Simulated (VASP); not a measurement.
The system is Tl.

```
CELL_PARAMETERS angstrom
3.53456 0.00000 0.00000
-1.76728 3.06102 0.00000
0.00000 0.00000 5.47338
ATOMIC_POSITIONS crystal
Tl 0.33333 0.66667 0.25000
Tl 0.66667 0.33333 0.75000
```

| Property | Result |
| --- | --- |
| Program | VASP 6.6.1 |
| Task | relaxation of cell and atoms |
| Functional | PBE |
| Potentials or basis | VASP PAW PBE potentials, release 64 (Tl_d) |
| Cutoff | 600 eV |
| k mesh | 15 × 15 × 8 |
| Occupations | gaussian, width 0.1 eV |
| Spin | no spin polarisation |

At the start: pressure 1.9 GPa; volume 29.61 Å³/atom.

Question: Where does the relaxation end?

Answer: Over 6 steps the energy falls by 9.7 meV/atom and the volume is 31.40 Å³/atom (+6.0 %); space group P6_3/mmc (No. 194, to 0.1 Å) before and after.

Step by step:
```csv
step,energy change (eV),largest force (eV/Å),pressure (GPa),volume (Å³)
1,0.0000,0.0000,1.85,59.22
2,-0.0189,0.0000,0.23,62.20
3,-0.0194,0.0000,0.04,62.69
4,-0.0194,0.0000,-0.02,62.79
5,-0.0194,0.0000,-0.01,62.79
6,-0.0195,0.0000,0.00,62.80
```

Final structure:
```
CELL_PARAMETERS angstrom
3.60816 0.00000 0.00000
-1.80408 3.12476 0.00000
0.00000 0.00000 5.56998
ATOMIC_POSITIONS crystal
Tl 0.33333 0.66667 0.25000
Tl 0.66667 0.33333 0.75000
```
